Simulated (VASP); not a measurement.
# KCl in VASP: settings compared, part 2 of 2

VASP 6.6.1. The steps go on from the part before.

## (6) Single point, HSE06 (uniaxial z strain -1.1%)

Input file POSCAR:

```
KCl
1.0
    0.0000000000      3.5072828324      3.4676505364
    3.5072828324      0.0000000000      3.4676505364
    3.5072828324      3.5072828324      0.0000000000
K Cl
1 1
Direct
    0.0000000000      0.0000000000      0.0000000000
    0.2500000000      0.2500000000      0.2500000000
```

Input file INCAR.step1:

```
ALGO = Normal
EDIFF = 1E-5
ENCUT = 520
GGA = PE
ISIF = 2
ISMEAR = 0
LASPH = T
LREAL = F
LWAVE = T
NBANDS = 15
NELM = 100
PREC = Accurate
SIGMA = 0.01
```

Input file INCAR.step2:

```
ALGO = Normal
EDIFF = 1E-7
ENCUT = 520
GGA = PE
HFSCREEN = 0.2079
ISIF = 2
ISMEAR = 0
ISTART = 1
LASPH = T
LCHARG = T
LELF = T
LHFCALC = T
LREAL = F
LVHAR = T
LWAVE = F
NBANDS = 15
NELM = 100
PREC = Accurate
PRECFOCK = Normal
SIGMA = 0.01
```

Input file KPOINTS:

```
k-points
0
Gamma
  4 4 4
```

Potentials or basis: VASP PAW PBE potentials, release 64 (K_sv, Cl).

Launch:

```sh
$ cat potpaw_PBE.64/K_sv/POTCAR potpaw_PBE.64/Cl/POTCAR > POTCAR
$ cp INCAR.step1 INCAR
$ mpirun -np 1 vasp_std > vasp.out
$ cp INCAR.step2 INCAR
$ mpirun -np 1 vasp_std > vasp.out
```

It took 6.8 min on 1 thread of AMD EPYC 9R45 (Zen 5), shared host; peak memory 0.31 GiB.

It converged, with:

```yaml
Free_energy: -7.6616 eV
Pressure: 0.3 GPa
Band_gap_on_the_k_mesh: 6.04 eV (least direct gap 6.08 eV)
```

Levels at points of the mesh, in eV from the valence-band top:
```csv
k point,band 6,band 7,band 8,band 9,band 10,band 11
"(0.00, 0.00, 0.00)",-0.04,-0.04,-0.04,6.04,10.97,11.06
"(0.50, 0.00, 0.00)",-0.35,-0.02,-0.01,8.58,8.79,10.44
"(0.50, 0.50, 0.00)",-0.42,-0.01,-0.01,7.97,9.07,11.50
"(0.50, 0.00, 0.50)",-0.42,0.00,0.00,7.95,9.05,11.44
```

Caveat: the cell differs from its parent crystal (uniaxial z strain -1.1%); the PAW data sets were made with another functional, which shifts forces and pressure a little. A k mesh can miss the band edges.

## (7) Single point, HSE06 (uniaxial x strain +3.4%)

Input file POSCAR:

```
KCl
1.0
    0.0000000000      3.5072828324      3.5072828324
    3.6247768073      0.0000000000      3.5072828324
    3.6247768073      3.5072828324      0.0000000000
K Cl
1 1
Direct
    0.0000000000      0.0000000000      0.0000000000
    0.2500000000      0.2500000000      0.2500000000
```

Input file INCAR.step1:

```
SYSTEM = KCl
PREC     = Accurate       ! precision mode
ENCUT    = 520            ! plane-wave cutoff, eV
EDIFF    = 1E-5           ! SCF threshold, eV
ISMEAR   = 0              ! smearing method
SIGMA    = 0.01           ! smearing width, eV
LREAL    = .False.        ! projectors in reciprocal space
LASPH    = .True.         ! aspherical terms in the spheres
NELM     = 100            ! most SCF steps
ALGO     = Normal         ! electronic algorithm
ISIF     = 2              ! what is computed and relaxed
LWAVE    = .True.         ! write WAVECAR
LCHARG   = .False.        ! write CHGCAR
NBANDS   = 15             ! bands
GGA      = PE             ! functional
```

Input file INCAR.step2:

```
SYSTEM = KCl
PREC     = Accurate       ! precision mode
ENCUT    = 520            ! plane-wave cutoff, eV
EDIFF    = 1E-6           ! SCF threshold, eV
ISMEAR   = 0              ! smearing method
SIGMA    = 0.01           ! smearing width, eV
LREAL    = .False.        ! projectors in reciprocal space
LASPH    = .True.         ! aspherical terms in the spheres
NELM     = 100            ! most SCF steps
ALGO     = Normal         ! electronic algorithm
ISIF     = 2              ! what is computed and relaxed
LWAVE    = .False.        ! write WAVECAR
LCHARG   = .False.        ! write CHGCAR
GGA      = PE             ! functional
LHFCALC  = .True.         ! exact exchange
HFSCREEN = 0.2079         ! screening, 1/A
PRECFOCK = Normal       
NBANDS   = 15             ! bands
ISTART   = 1
```

Input file KPOINTS:

```
regular mesh
0
Gamma
  4 4 4
  0 0 0
```

Potentials or basis: VASP PAW PBE potentials, release 64 (K_sv, Cl).

Launch:

```sh
$ cat potpaw_PBE.64/K_sv/POTCAR potpaw_PBE.64/Cl/POTCAR > POTCAR
$ cp INCAR.step1 INCAR
$ mpirun -np 1 vasp_std > vasp.out
$ cp INCAR.step2 INCAR
$ mpirun -np 1 vasp_std > vasp.out
```

OUTCAR:

```text
SYSTEM = KCl
   PREC = Accurate
   ENCUT = 520
   EDIFF = 1E-6
   ISMEAR = 0
   LREAL = .False.
   LASPH = .True.
   NELM = 100
   ISIF = 2
   GGA = PE
   LHFCALC = .True.
   HFSCREEN = 0.2079
   PRECFOCK = Normal
   ISTART = 1

 ion  position               nearest neighbor table
   1  0.000  0.000  0.000-   2 3.07   2 3.07   2 3.07   2 3.07
   2  0.250  0.250  0.250-   1 3.07   1 3.07   1 3.07   1 3.07

  LATTYP: Found a body centered tetragonal cell.
 ALAT       =     4.9600469487
 C/A-ratio  =     1.4615897167

  Lattice vectors:

 A1 = (   3.6247768073,   0.0000000000,   3.5072828324)
 A2 = (   3.6247768073,   0.0000000000,  -3.5072828324)
 A3 = (  -3.6247768073,   3.5072828324,   0.0000000000)

Analysis of symmetry for initial positions (statically):
=====================================================================
 Subroutine PRICEL returns:
 Original cell was already a primitive cell.

 Routine SETGRP: Setting up the symmetry group for a
 body centered tetragonal supercell.

 Subroutine GETGRP returns: Found  8 space group operations
 (whereof  8 operations were pure point group operations)
[... 174 lines left out ...]
      5     -15.8001      2.00000
      6      -4.2952      2.00000
      7      -4.2802      2.00000
      8      -4.2802      2.00000
      9       1.6865      0.00000
     10       6.5323      0.00000
     11       6.7845      0.00000
     12       7.4675      0.00000
     13       7.6420      0.00000
     14       7.6420      0.00000
[... 203 lines left out ...]
      2     -17.3034      2.00000
      3     -15.8266      2.00000
      4     -15.8266      2.00000
      5     -15.5523      2.00000
      6      -4.6555      2.00000
      7      -4.2459      2.00000
      8      -4.2459      2.00000
      9       3.6019      0.00000
     10       4.6777      0.00000
     11       6.7813      0.00000
     12       7.5685      0.00000
     13       7.5685      0.00000
     14       7.5703      0.00000
     15       8.1604      0.00000

------------------------ aborting loop because EDIFF is reached ----------------------------------------

  FORCE on cell =-STRESS in cart. coord.  units (eV):
  Direction    XX          YY          ZZ          XY          YZ          ZX
  --------------------------------------------------------------------------------------
  -------------------------------------------------------------------------------------
  Total       -0.1428914     -0.1101895     -0.1101895      0.0000000      0.0000000      0.0000000
  in kB       -2.5672244     -1.9796940     -1.9796940      0.0000000      0.0000000      0.0000000
  external PRESSURE =      -2.1755375 kB  Pullay stress =       0.0000000 kB

 VOLUME and BASIS-vectors are now :
 -----------------------------------------------------------------------------
  energy-cutoff  :      520.00
  volume of cell :       89.18
      direct lattice vectors                 reciprocal lattice vectors
     0.000000000  3.507282832  3.507282832    -0.137939527  0.142560502  0.142560502
     3.624776807  0.000000000  3.507282832     0.137939527 -0.142560502  0.142560502
     3.624776807  3.507282832  0.000000000     0.137939527  0.142560502 -0.142560502

 POSITION                                       TOTAL-FORCE (eV/Angst)
 -----------------------------------------------------------------------------------
      0.00000      0.00000      0.00000         0.000000      0.000000      0.000000
      1.81239      1.75364      1.75364        -0.000000     -0.000000     -0.000000
 -----------------------------------------------------------------------------------
    total drift:                               -0.000000     -0.000001     -0.000000

  FREE ENERGIE OF THE ION-ELECTRON SYSTEM (eV)
  ---------------------------------------------------
  free  energy   TOTEN  =        -7.6629982719 eV

  energy  without entropy=       -7.6629982719  energy(sigma->0) =       -7.66299827
```

Run time: 6.8 min. Hardware: 1 thread of AMD EPYC 9R45 (Zen 5), shared host; peak memory 0.31 GiB.

Results:

```
Free energy            : -7.6630 eV
Pressure               : -0.2 GPa
Band gap on the k mesh : 5.93 eV (least direct gap 5.97 eV)
```

Levels at points of the mesh, in eV from the valence-band top:
| k point | band 6 | band 7 | band 8 | band 9 | band 10 | band 11 |
| --- | --- | --- | --- | --- | --- | --- |
| (0.00, 0.00, 0.00) | -0.05 | -0.03 | -0.03 | 5.93 | 10.78 | 11.03 |
| (0.50, 0.00, 0.00) | -0.34 | -0.03 | 0.00 | 8.44 | 8.61 | 10.28 |
| (0.50, 0.50, 0.00) | -0.39 | -0.03 | -0.02 | 7.90 | 8.97 | 11.18 |
| (0.00, 0.50, 0.50) | -0.41 | 0.00 | 0.00 | 7.85 | 8.92 | 11.03 |

Caveat: the cell differs from its parent crystal (uniaxial x strain +3.4%); the PAW data sets were made with another functional, which shifts forces and pressure a little. A k mesh can miss the band edges.

## (8) Summary

```tsv
level	cell	k mesh	cutoff (eV)	smearing	grid for exact exchange (PRECFOCK)	share of exact exchange	screening parameter	gap on the mesh (eV)	pressure (GPa)
PBE	a = 4.945 Å, angles 60.0°, 2 atoms	6 × 6 × 6	500	fermi-dirac 0.02 eV	-	-	-	4.79	0.4
PBE	a = 4.932, b = 4.932, c = 4.960 Å, angles 59.8, 59.8, 60.4°, 2 atoms	6 × 6 × 6	500	fermi-dirac 0.02 eV	-	-	-	4.79	0.4
PBE	a = 4.960, b = 5.044, c = 5.044 Å, angles 58.9, 60.5, 60.5°, 2 atoms	6 × 6 × 6	520	fermi-dirac 0.02 eV	-	-	-	4.69	-0.1
r2SCAN	a = 4.932, b = 4.932, c = 4.960 Å, angles 59.8, 59.8, 60.4°, 2 atoms	6 × 6 × 6	520	gaussian 0.01 eV	-	-	-	5.37	0.1
HSE06	a = 4.932, b = 4.932, c = 4.960 Å, angles 59.8, 59.8, 60.4°, 2 atoms	4 × 4 × 4	520	gaussian 0.01 eV	Normal	0.25	0.2079 1/Å	6.04	0.3
HSE06	a = 4.960, b = 5.044, c = 5.044 Å, angles 58.9, 60.5, 60.5°, 2 atoms	4 × 4 × 4	520	gaussian 0.01 eV	Normal	0.25	0.2079 1/Å	5.93	-0.2
```

Alike in all rows: task single point; potentials or basis VASP PAW PBE potentials, release 64 (K_sv, Cl); no spin polarisation.

Caveats: the PAW data sets were made with another functional, which shifts forces and pressure a little (at least some runs).

Absolute energies hang on the potentials; compare differences alone.
